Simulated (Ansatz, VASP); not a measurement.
**Two plane-wave programs on MoS**

```xyz
2
Lattice="0.0000 2.8263 2.8263 2.8263 0.0000 2.8263 2.8263 2.8263 0.0000" Properties=species:S:1:pos:R:3 pbc="T T T"
Mo    0.0000    0.0000    0.0000
S     1.4131    1.4131    1.4131
```

Alike in both runs: functional PBE; k mesh 12 × 12 × 12; occupations gaussian, width 0.1 eV; no spin polarisation; Hubbard terms Mo d U = 4.38 eV.

Ansatz relaxed the structure, and its values are those at the end. VASP's run is a single point on that final structure, the one shown.

|  | VASP | Ansatz |
| --- | --- | --- |
| version | VASP 6.6.1 | Ansatz 0.2.0 |
| potentials or method | VASP PAW PBE potentials, release 64 (Mo_sv, S), cutoff 520 eV | scalar-relativistic, plane waves, PAW |
| valence electrons in the cell | 20 | 20 |

```tsv
	VASP	Ansatz	Ansatz less VASP
pressure (GPa)	-7.1	0.0	+7.14
```

The programs project onto different local orbitals, so the same U acts differently, and such runs can settle in different states.
